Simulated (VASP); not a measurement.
**ZnCu2SnS4: single point with PBEsol**

The system is ZnCu2SnS4.

```
Sn Zn Cu S
1.0
    -2.71710    2.71710    5.42480
     2.71710   -2.71710    5.42480
     2.71710    2.71710   -5.42480
Sn Zn Cu S
1 1 2 4
Direct
  0.49989 0.49536 0.99076
  0.25742 0.75409 0.50533
  0.75310 0.25180 0.50404
  0.99963 0.00021 0.00730
  0.62846 0.62554 0.50040
  0.89982 0.38105 0.00733
  0.11448 0.11307 0.49248
  0.37801 0.89392 0.01503
```

This cell differs from its parent crystal: atoms moved at random.

```yaml
Program: VASP 6.6.1
Task: single point
Functional: PBEsol
Potentials_or_basis: VASP PAW PBE potentials, release 64 (Sn_d, Zn, Cu, S)
Cutoff: 520 eV
k_mesh: 7 × 7 × 7
Occupations: fermi-dirac, width 0.05 eV
Spin: no spin polarisation
```

| Property | Result |
| --- | --- |
| Pressure | -1.5 GPa |
| Largest force | 1.105 eV/Å |
| Band gap on the k mesh | 0.25 eV |

Forces in eV/Å, atoms in the order of the input:
```
Sn  -0.120  0.054  0.483
Zn   0.101  0.313 -0.113
Cu   0.038 -0.065  0.058
Cu   0.000 -0.044  0.128
S    0.491  0.878 -0.457
S   -0.483 -0.087 -0.508
S   -0.186 -0.721  0.203
S    0.160 -0.327  0.208
```

Stress tensor (GPa, compression positive):
```
-1.46  0.50  0.26
 0.50 -1.43 -0.08
 0.26 -0.08 -1.68
```

Levels at points of the mesh, in eV from the valence-band top:
| k point | band 33 | band 34 | band 35 | band 36 | band 37 | band 38 | band 39 | band 40 |
| --- | --- | --- | --- | --- | --- | --- | --- | --- |
| (0.00, 0.00, 0.00) | -1.36 | -0.10 | -0.05 | 0.00 | 0.25 | 1.97 | 2.87 | 3.67 |

Wall time 7.4 min on 4 MPI ranks on Intel(R) Xeon(R) 6975P-C (Granite Rapids), with other jobs on the host, peak memory 1.2 GiB a rank.

Caveat: the cell differs from its parent crystal (atoms moved at random); semilocal functionals underestimate gaps, and a narrow one can read as zero; the PAW data sets were made with another functional, which shifts forces and pressure a little; spin-orbit coupling is left out, which moves the levels of the heavy elements.
